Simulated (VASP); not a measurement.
# BAs (I-4m2) in VASP: further runs, part 2 of 2

VASP 6.6.1. Earlier steps stand in the parts before.

### Step 4. Single point, PBE (z stretched by +1 %, then relaxed in part)

INCAR

```
SYSTEM = BAs
PREC     = Accurate       ! precision mode
ENCUT    = 520            ! plane-wave cutoff, eV
EDIFF    = 1E-6           ! SCF threshold, eV
ISMEAR   = -1             ! smearing method
SIGMA    = 0.02           ! smearing width, eV
LREAL    = .False.        ! projectors in reciprocal space
LASPH    = .True.         ! aspherical terms in the spheres
NELM     = 100            ! most SCF steps
ALGO     = Normal         ! electronic algorithm
ISIF     = 2              ! what is computed and relaxed
LWAVE    = .False.        ! write WAVECAR
LCHARG   = .False.        ! write CHGCAR
GGA      = PE             ! functional
NBANDS   = 11             ! bands
```

KPOINTS

```
Automatic mesh
0
Gamma
  16 16 16
  0 0 0
```

POSCAR

```
BAs
1.0
    0.0000000000      2.3885000000      2.4123850000
    2.3885000000      0.0000000000      2.4123850000
    2.3885000000      2.3885000000      0.0000000000
B As
1 1
Direct
    0.0000000000      0.0000000000      0.0000000000
    0.2500000000      0.2500000000      0.2500000000
```

Potentials or basis: VASP PAW PBE potentials, release 64 (B, As).

On the command line:

```
$ cat potpaw_PBE.64/B/POTCAR potpaw_PBE.64/As/POTCAR > POTCAR
$ mpirun -np 1 vasp_std > vasp.out
```

OUTCAR:

```text
SYSTEM = BAs
   PREC = Accurate
   ENCUT = 520
   EDIFF = 1E-6
   ISMEAR = -1
   LREAL = .False.
   LASPH = .True.
   NELM = 100
   ISIF = 2
   GGA = PE

 ion  position               nearest neighbor table
   1  0.000  0.000  0.000-   2 2.08   2 2.08   2 2.08   2 2.08
   2  0.250  0.250  0.250-   1 2.08   1 2.08   1 2.08   1 2.08

  LATTYP: Found a body centered tetragonal cell.
 ALAT       =     3.3778490937
 C/A-ratio  =     1.4283556980

  Lattice vectors:

 A1 = (  -2.3885000000,   0.0000000000,   2.4123850000)
 A2 = (   2.3885000000,   0.0000000000,   2.4123850000)
 A3 = (   0.0000000000,   2.3885000000,  -2.4123850000)

Analysis of symmetry for initial positions (statically):
=====================================================================
 Subroutine PRICEL returns:
 Original cell was already a primitive cell.

 Routine SETGRP: Setting up the symmetry group for a
 body centered tetragonal supercell.

 Subroutine GETGRP returns: Found  8 space group operations
 (whereof  8 operations were pure point group operations)
[... 165 lines left out ...]

 val. band max:        6.0491554444   @ k =   0.0000   0.0000   0.0000
 cond. band min:       7.1731938223   @ k =   0.3750   0.0000   0.3750
 fundamental gap:      1.1240383778
 Fermi energy:         6.3879133185

 k-point     1 :       0.0000    0.0000    0.0000
  band No.  band energies     occupation
      1      -9.2939      2.00000
      2       5.9522      2.00000
      3       6.0492      2.00000
      4       6.0492      2.00000
      5       9.2602      0.00000
      6       9.2602      0.00000
      7       9.3242      0.00000
      8      10.5761      0.00000
      9      15.5520      0.00000
     10      18.7871      0.00000
     11      19.0630      0.00000
[... 309 lines left out ...]
 k-point    24 :      -0.0625    0.0625    0.0000
  band No.  band energies     occupation
      1      -9.1233      2.00000
      2       4.7945      2.00000
      3       5.2233      2.00000
      4       5.9417      2.00000
      5       9.4436      0.00000
      6       9.4769      0.00000
      7       9.9236      0.00000
      8      11.4684      0.00000
      9      16.2286      0.00000
     10      17.5336      0.00000
     11      18.1845      0.00000

 [... further k-points ...]
[... 5 lines left out ...]
  --------------------------------------------------------------------------------------
  -------------------------------------------------------------------------------------
  Total        0.4620697      0.4620697      0.1074305      0.0000000     -0.0000000      0.0000000
  in kB       26.8961997     26.8961997      6.2533256      0.0000000     -0.0000000      0.0000000
  external PRESSURE =      20.0152417 kB  Pullay stress =       0.0000000 kB

 VOLUME and BASIS-vectors are now :
 -----------------------------------------------------------------------------
  energy-cutoff  :      520.00
  volume of cell :       27.52
      direct lattice vectors                 reciprocal lattice vectors
     0.000000000  2.388500000  2.412385000    -0.209336404  0.209336404  0.207263766
     2.388500000  0.000000000  2.412385000     0.209336404 -0.209336404  0.207263766
     2.388500000  2.388500000  0.000000000     0.209336404  0.209336404 -0.207263766

 POSITION                                       TOTAL-FORCE (eV/Angst)
 -----------------------------------------------------------------------------------
      0.00000      0.00000      0.00000         0.000000      0.000000     -0.000000
      1.19425      1.19425      1.20619        -0.000000     -0.000000      0.000000
 -----------------------------------------------------------------------------------
    total drift:                               -0.000000     -0.000000     -0.000000

  FREE ENERGIE OF THE ION-ELECTRON SYSTEM (eV)
  ---------------------------------------------------
  free  energy   TOTEN  =       -11.4102965191 eV

  energy  without entropy=      -11.4102965191  energy(sigma->0) =      -11.41029652
```

OSZICAR:

```text
N       E                     dE             d eps       ncg     rms          rms(c)
DAV:   1     0.123279697191E+02    0.12328E+02   -0.38018E+03  7678   0.645E+02
DAV:   2    -0.112836388043E+02   -0.23612E+02   -0.22577E+02 10151   0.103E+02
DAV:   3    -0.120280760557E+02   -0.74444E+00   -0.74277E+00  9563   0.170E+01
DAV:   4    -0.120301175969E+02   -0.20415E-02   -0.20415E-02  8519   0.102E+00
DAV:   5    -0.120301206478E+02   -0.30509E-05   -0.30509E-05  9258   0.427E-02    0.486E+00
DAV:   6    -0.114735672446E+02    0.55655E+00   -0.15527E+00  8191   0.504E+00    0.237E+00
DAV:   7    -0.114164777068E+02    0.57090E-01   -0.18571E-01  9081   0.212E+00    0.976E-01
DAV:   8    -0.114098321641E+02    0.66455E-02   -0.19975E-02  8692   0.801E-01    0.972E-02
DAV:   9    -0.114101347151E+02   -0.30255E-03   -0.76576E-04  8880   0.159E-01    0.575E-02
DAV:  10    -0.114102904142E+02   -0.15570E-03   -0.19199E-04  8135   0.844E-02    0.121E-02
DAV:  11    -0.114102963344E+02   -0.59202E-05   -0.53961E-06  9493   0.156E-02    0.103E-02
DAV:  12    -0.114102965191E+02   -0.18473E-06   -0.27337E-06  8116   0.903E-03
   1 F= -.11410297E+02 E0= -.11410297E+02  d E =-.158827E-10
```

Run time: 2.4 min. Hardware: 1 thread of Intel Xeon Platinum 8259CL at 2.50GHz (Skylake/Cascade Lake), shared host; peak memory 0.24 GiB.

Results:

| Item | Value |
| --- | --- |
| Free energy | -11.4103 eV |
| Pressure | 2.0 GPa |
| Band gap on the k mesh | 1.12 eV, indirect (least direct gap 3.21 eV) |

Stress tensor (GPa, compression positive):
```
2.69 0.00 0.00
0.00 2.69 0.00
0.00 0.00 0.63
```

Caveat: the cell differs from its parent crystal (z stretched by +1 %, then relaxed in part). A k mesh can miss the band edges.

### Step 5. Single point, PBE (z stretched by +2 %, then relaxed in part)

INCAR

```
SYSTEM = BAs
PREC = Accurate
ENCUT = 520
EDIFF = 1E-6
ISMEAR = -1
SIGMA = 0.02
LREAL = .FALSE.
LASPH = .TRUE.
NELM = 80
ALGO = Normal
ISIF = 2
LWAVE = .FALSE.
LCHARG = .FALSE.
GGA = PE
NBANDS = 11
```

KPOINTS

```
regular mesh
0
G
  16 16 16
  0 0 0
```

POSCAR

```
BAs
1.0
    0.0000000000      2.3885000000      2.4362700000
    2.3885000000      0.0000000000      2.4362700000
    2.3885000000      2.3885000000      0.0000000000
B As
1 1
Direct
    0.0000000000      0.0000000000      0.0000000000
    0.2500000000      0.2500000000      0.2500000000
```

On the command line:

```
$ cat potpaw_PBE.64/B/POTCAR potpaw_PBE.64/As/POTCAR > POTCAR
$ mpirun -np 1 vasp_std > vasp.out
```

Run time: 2.2 min. Hardware: 1 thread of Intel Xeon Platinum 8259CL at 2.50GHz (Skylake/Cascade Lake), shared host; peak memory 0.25 GiB.

The run converged. Its results:

```
Free energy            : -11.4091 eV
Pressure               : 0.6 GPa
Band gap on the k mesh : 1.06 eV, indirect (least direct gap 3.15 eV)
```

Stress tensor (GPa, compression positive):
```
 2.02  0.00  0.00
 0.00  2.02  0.00
 0.00  0.00 -2.11
```

Levels at points of the mesh, in eV from the valence-band top:
| k point | band 1 | band 2 | band 3 | band 4 | band 5 | band 6 | band 7 | band 8 | band 9 |
| --- | --- | --- | --- | --- | --- | --- | --- | --- | --- |
| (0.00, 0.00, 0.00) | -15.29 | -0.19 | 0.00 | 0.00 | 3.15 | 3.15 | 3.27 | 4.37 | 9.42 |
| (0.50, 0.00, 0.00) | -12.49 | -8.71 | -1.97 | -1.74 | 2.49 | 4.64 | 4.77 | 8.76 | 12.49 |
| (0.50, 0.50, 0.00) | -11.30 | -8.59 | -3.94 | -3.94 | 1.54 | 1.56 | 11.10 | 11.10 | 12.49 |
| (0.50, 0.00, 0.50) | -11.15 | -8.43 | -4.14 | -4.11 | 1.31 | 1.31 | 10.97 | 11.24 | 12.67 |

Caveat: the cell differs from its parent crystal (z stretched by +2 %, then relaxed in part).

### Step 6. The runs side by side

```csv
cell,gap on the mesh (eV),pressure (GPa)
"a = 3.344, b = 3.344, c = 3.378 Å, angles 59.7, 59.7, 60.7°, 2 atoms",0.86,6.5
"a = 3.361, b = 3.361, c = 3.378 Å, angles 59.8, 59.8, 60.3°, 2 atoms",1.03,4.9
"a = 3.395, b = 3.395, c = 3.378 Å, angles 60.2, 60.2, 59.7°, 2 atoms",1.12,2.0
"a = 3.412, b = 3.412, c = 3.378 Å, angles 60.3, 60.3, 59.3°, 2 atoms",1.06,0.6
```

Alike in all rows: task single point; level PBE; potentials or basis VASP PAW PBE potentials, release 64 (B, As); no spin polarisation; k mesh 16 × 16 × 16; cutoff (eV) 520; smearing fermi-dirac 0.02 eV.

Total energies depend on the potentials used, so only differences within one code and one set of settings carry meaning.
